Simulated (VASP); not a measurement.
Wanted: the native input for a VASP 6.6.1 run.

```yaml
Task: relaxation of cell and atoms
Functional: PBE
Potentials_or_basis: VASP PAW PBE potentials, release 64 (Li_sv)
Cutoff: 600 eV
k_mesh: 9 × 9 × 9
Occupations: fermi-dirac, width 0.1 eV
Spin: no spin polarisation
Dipole_correction: no
Further_INCAR_settings: ALGO = Normal; EDIFF = 1e-06; IBRION = 2; EDIFFG = -0.01; NSW = 80; ISIF = 3
```

The structure of Li lies in POSCAR:

```
Li
1.0
    0.0000000000      3.0783766346      3.0783766346
    3.0783766346      0.0000000000      3.0783766346
    3.0783766346      3.0783766346      0.0000000000
Li
2
Direct
    0.1250000000      0.1250000000      0.1250000000
    0.8750000000      0.8750000000      0.8750000000
```

These files were run (other wordings do the same):

INCAR

```
SYSTEM = Li
PREC = Accurate
ENCUT = 600
EDIFF = 1E-6
ISMEAR = -1
SIGMA = 0.1
LREAL = .False.
LASPH = .True.
NELM = 80
ALGO = Normal
ISIF = 3
LWAVE = .False.
LCHARG = .False.
GGA = PE
IBRION = 2
NSW = 80
EDIFFG = -0.01
```

KPOINTS

```
regular mesh
0
Gamma
  9 9 9
  0 0 0
```

Potentials or basis: VASP PAW PBE potentials, release 64 (Li_sv).

The run is started by

```bash
$ cat potpaw_PBE.64/Li_sv/POTCAR > POTCAR
$ mpirun -np 1 vasp_std > vasp.out
```

Results of the run:

- Relaxed volume: 25.14 Å³/atom
- Relaxed cell: a = 4.143 Å, b = 4.143 Å, c = 4.143 Å, α = 60.00°, β = 60.00°, γ = 60.00°
- Space group after relaxing (to 0.05 Å): Fd-3m (No. 227)
- Energy gained by relaxing: 9.7 meV/atom
- Ionic steps: 5
- Pressure after relaxing: 0.0 GPa
- Band gap on the k mesh: zero (band 3 reaches 0.52 eV, above the bottom of band 4 at 0.05 eV)

Caveat: the cutoff is under 1.25 times the usual one of these potentials, so pressure, stress and relaxed cells hold a basis-set (Pulay) error.

Wall time 41 s on 1 thread of AMD EPYC 9R45 96-Core Processor (Zen 5), with other jobs on the host, peak memory 0.16 GiB.
